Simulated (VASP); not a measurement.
# Cd3SeS2 (I-4m2) in VASP: single point with PBE

Aim: the single point of Cd3SeS2 with PBE.

All numbers are computed with VASP 6.6.1; they aren't measurements. Logs are shortened: lines on timing, memory, paths and dates and some standing lists are left out, and cuts for length are marked.

## (1) The cell of the first run

It takes space group I-4m2 (No. 119, tetragonal). The conventional cell has a = 4.256 Å, b = 4.256 Å, c = 18.017 Å, α = 90.00°, β = 90.00°, γ = 90.00°. Within 3.4 Å of Cd (site symmetry -4m2) lie 4 S at 2.57 Å. Within 3.4 Å of Cd (site symmetry 2mm) lie 2 S at 2.58 Å and 2 Se at 2.66 Å. Within 3.5 Å of Se (site symmetry -4m2) lie 4 Cd at 2.66 Å. S (site symmetry 2mm) has 4 Cd at 2.57 to 2.58 Å within 3.4 Å.

## (2) Single point, PBE

INCAR

```
  PREC = Accurate
  ENCUT = 520
  EDIFF = 1E-6
  ISMEAR = 0
  SIGMA = 0.02
  LREAL = False
  LASPH = True
  NELM = 80
  ALGO = Normal
  ISIF = 2
  LWAVE = False
  LCHARG = False
  GGA = PE
  NBANDS = 36
```

KPOINTS

```
regular mesh
0
Gamma
  10 10 10
```

POSCAR

```
Cd3SeS2
1.0
   -2.1281814020      2.1281814020      9.0083214016
    2.1281814020     -2.1281814020      9.0083214016
    2.1281814020      2.1281814020     -9.0083214016
Cd Se S
3 1 2
Direct
    0.7500000000      0.2500000000      0.5000000000
    0.0888713359      0.5888713359      0.5000000000
    0.4111286641      0.9111286641      0.5000000000
    0.0000000000      0.0000000000      0.0000000000
    0.3304458047      0.3304458047      0.0000000000
    0.6695541953      0.6695541953      0.0000000000
```

Potentials or basis: VASP PAW PBE potentials, release 64 (Cd, Se, S).

Command:

```bash
> cat potpaw_PBE.64/Cd/POTCAR potpaw_PBE.64/Se/POTCAR potpaw_PBE.64/S/POTCAR > POTCAR
> mpirun -np 1 vasp_std > vasp.out
```

OUTCAR:

```text
PREC = Accurate
   ENCUT = 520
   EDIFF = 1E-6
   ISMEAR = 0
   LREAL = False
   LASPH = True
   NELM = 80
   ISIF = 2
   GGA = PE

 ion  position               nearest neighbor table
   1  0.750  0.250  0.500-   5 2.57   6 2.57   5 2.57   6 2.57
   2  0.089  0.589  0.500-   6 2.58   6 2.58   4 2.66   4 2.66
   3  0.411  0.911  0.500-   5 2.58   5 2.58   4 2.66   4 2.66
   4  0.000  0.000  0.000-   2 2.66   3 2.66   2 2.66   3 2.66
   5  0.330  0.330  0.000-   1 2.57   1 2.57   3 2.58   3 2.58
   6  0.670  0.670  0.000-   1 2.57   1 2.57   2 2.58   2 2.58

  LATTYP: Found a body centered tetragonal cell.
 ALAT       =     4.2563628040
 C/A-ratio  =     4.2328729088

  Lattice vectors:

 A1 = (  -2.1281814020,   2.1281814020,   9.0083214016)
 A2 = (   2.1281814020,  -2.1281814020,   9.0083214016)
 A3 = (   2.1281814020,   2.1281814020,  -9.0083214016)

Analysis of symmetry for initial positions (statically):
=====================================================================
 Subroutine PRICEL returns:
 Original cell was already a primitive cell.

 Routine SETGRP: Setting up the symmetry group for a
 body centered tetragonal supercell.

 Subroutine GETGRP returns: Found  8 space group operations
 (whereof  8 operations were pure point group operations)
 out of a pool of 16 trial point group operations.

The static configuration has the point symmetry D_2d.

Analysis of symmetry for dynamics (positions and initial velocities):
=====================================================================
 Subroutine PRICEL returns:
 Original cell was already a primitive cell.

 Routine SETGRP: Setting up the symmetry group for a
 body centered tetragonal supercell.

 Subroutine GETGRP returns: Found  8 space group operations
 (whereof  8 operations were pure point group operations)
 out of a pool of 16 trial point group operations.

The dynamic configuration has the point symmetry D_2d.

 Subroutine INISYM returns: Found  8 space group operations
 (whereof  8 operations are pure point group operations),
 and found     1 'primitive' translations

----------------------------------------------------------------------------------------

                                     Primitive cell

  volume of cell :     163.2004

  direct lattice vectors                    reciprocal lattice vectors
[... 96 lines left out ...]
   LREAL  =      F    real-space projection
   EDIFFG = 0.1E-04   stopping-criterion for IOM
   NSW    =      0    number of steps for IOM
   IBRION =     -1    ionic relax: 0-MD 1-quasi-New 2-CG
   NFREE  =      0    steps in history (QN), initial steepest desc. (CG)
   ISIF   =      2    stress and relaxation
   ISYM   =      2    0-nonsym 1-usesym 2-fastsym
   POTIM  = 0.5000    time-step for ionic-motion
   TEBEG  =    0.0;   TEEND  =   0.0 temperature during run
   PSTRESS=    0.0 pullay stress
   NELECT =      54.0000    total number of electrons
   NUPDOWN=      -1.0000    fix difference up-down
   EMIN   =  10.00;   EMAX   =-10.00  energy-range for DOS
   EFERMI =   0.00;   METHOD = LEGACY
   ISMEAR =     0;   SIGMA  =   0.02  broadening in eV -4-tet -1-fermi 0-gaus
   EFERMI_NEDOS =   21; number of points for ismear=-14 and -15
   IALGO  =     38    algorithm
   IMIX   =      4    mixing-type and parameters
     AMIX     =   0.40;   BMIX     =  1.00
     AMIX_MAG =   1.60;   BMIX_MAG =  1.00
  volume/ion in A,a.u.               =      27.20       183.56
  Fermi-wavevector in a.u.,A,eV,Ry     =   1.132311  2.139757 17.444411  1.282128
  Thomas-Fermi vector in A             =   2.269012
   LORBIT       =      0    0 simple, 1 ext, 2 COOP (PROOUT), +10 PAW based schemes
   GGA     = PE    functional components
   LHFCALC =     F    Hartree Fock is set to
   AEXX    =    0.0000 exact exchange contribution
   IVDW    =     0    specifies the selected vdW correction
   LEPSILON=     F    determine dielectric tensor
   LRPA    =     F    only Hartree local field effects (RPA)
 non-spin polarized calculation
 Gauss-broadening in eV      SIGMA  =   0.02
  energy-cutoff  :      520.00
  volume of cell :      163.20
 maximum number of plane-waves:      4417
   NGX = 35   NGY = 35   NGZ = 35

 number of electron      54.0000000 magnetization

 Free energy of the ion-electron system (eV)
  ---------------------------------------------------
  ext. energy  EPLUGINS =         0.00000000
  ---------------------------------------------------
  free energy    TOTEN  =       -17.76557700 eV

  energy without entropy =      -17.76557700  energy(sigma->0) =      -17.76557700

 E-fermi :   0.9604     XC(G=0):  -8.8346

 val. band max:        0.8239319847   @ k =   0.0000   0.0000   0.0000
 cond. band min:       1.6250786202   @ k =   0.0000   0.0000   0.0000
 fundamental gap:      0.8011466354
 Fermi energy:         0.9603965539

 k-point     1 :       0.0000    0.0000    0.0000
  band No.  band energies     occupation
      1     -11.3803      2.00000
      2     -11.0419      2.00000
      3     -10.9944      2.00000
      4      -6.8617      2.00000
      5      -6.8617      2.00000
      6      -6.8564      2.00000
[... 925 lines left out ...]
     35       7.9579      0.00000
     36       8.4721      0.00000

 [... further k-points ...]

------------------------ aborting loop because EDIFF is reached ----------------------------------------

  FORCE on cell =-STRESS in cart. coord.  units (eV):
  Direction    XX          YY          ZZ          XY          YZ          ZX
  --------------------------------------------------------------------------------------
  -------------------------------------------------------------------------------------
  Total        0.2946689      0.2946689      0.3302306      0.0000000      0.0000000     -0.0000000
  in kB        2.8928358      2.8928358      3.2419535      0.0000000      0.0000000     -0.0000000
  external PRESSURE =       3.0092083 kB  Pullay stress =       0.0000000 kB

 VOLUME and BASIS-vectors are now :
 -----------------------------------------------------------------------------
  energy-cutoff  :      520.00
  volume of cell :      163.20
      direct lattice vectors                 reciprocal lattice vectors
    -2.128181402  2.128181402  9.008321402     0.000000000  0.234942378  0.055504236
     2.128181402 -2.128181402  9.008321402     0.234942378  0.000000000  0.055504236
     2.128181402  2.128181402 -9.008321402     0.234942378  0.234942378  0.000000000

 POSITION                                       TOTAL-FORCE (eV/Angst)
 -----------------------------------------------------------------------------------
      0.00000      2.12818      4.50416         0.000000      0.000000      0.000000
      2.12818      0.00000      1.60116        -0.000000     -0.000000      0.001008
      2.12818      0.00000      7.40716        -0.000000     -0.000000     -0.001008
      0.00000      0.00000      0.00000         0.000000      0.000000      0.000000
      0.00000      0.00000      5.95352        -0.000000     -0.000000      0.002254
      0.00000      0.00000     12.06312         0.000000      0.000000     -0.002254
 -----------------------------------------------------------------------------------
    total drift:                               -0.000001      0.000001     -0.000000

  FREE ENERGIE OF THE ION-ELECTRON SYSTEM (eV)
  ---------------------------------------------------
  free  energy   TOTEN  =       -17.7655769990 eV

  energy  without entropy=      -17.7655769990  energy(sigma->0) =      -17.76557700
```

Wall time 83 min (1 thread of Intel Xeon 8259CL, shared host); peak memory 1.1 GiB.

Results:

- Free energy: -17.7656 eV
- Pressure: 0.3 GPa
- Band gap on the k mesh: 0.80 eV

Forces in eV/Å, atoms in the order of the input:
```
Cd   0.000  0.000  0.000
Cd   0.000  0.000  0.001
Cd   0.000  0.000 -0.001
Se   0.000  0.000  0.000
S    0.000  0.000  0.002
S    0.000  0.000 -0.002
```

Levels at points of the mesh, in eV from the valence-band top:
```tsv
k point	band 24	band 25	band 26	band 27	band 28	band 29	band 30	band 31
(0.00, 0.00, 0.00)	-1.24	-0.05	0.00	0.00	0.80	3.64	3.73	4.05
(0.50, 0.00, 0.00)	-0.92	-0.91	-0.73	-0.37	2.67	3.52	3.59	5.95
(0.50, 0.50, 0.00)	-2.01	-1.96	-1.73	-1.68	3.43	4.03	4.56	4.63
(0.50, 0.50, 0.50)	-0.71	-0.71	-0.33	-0.33	2.45	2.53	3.46	4.01
```
